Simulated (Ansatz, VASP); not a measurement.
## Two plane-wave programs on Mo

```
Mo
1.0
     0.00000    2.07179    1.90605
     2.07179    0.00000    1.90605
     2.07179    2.07179    0.00000
Mo
1
Direct
  0.00000 0.00000 0.00000
```

Alike in both runs: task single point; functional LDA; k mesh 22 × 22 × 22; occupations gaussian, width 0.15 eV; no spin polarisation.

|  | VASP | Ansatz |
| --- | --- | --- |
| version | VASP 6.6.1 | Ansatz 0.2.0 |
| potentials or method | VASP PAW LDA potentials, release 64 (Mo_sv), cutoff 520 eV | scalar-relativistic, plane waves, PAW |
| valence electrons in the cell | 14 | 14 |

|  | VASP | Ansatz | Ansatz less VASP |
| --- | --- | --- | --- |
| gap on the k mesh at the Fermi level (eV) | none | none | - |
| pressure (GPa) | -15.5 | -16.4 | -0.89 |
| traceless stress, the component that is largest in VASP (GPa) | -10.54 | -10.61 | -0.061 |

LDA's correlation is that of Perdew and Zunger in VASP and of Perdew and Wang (1992) in Ansatz. A gap of «none» marks a metal or a gap that the smearing closes.
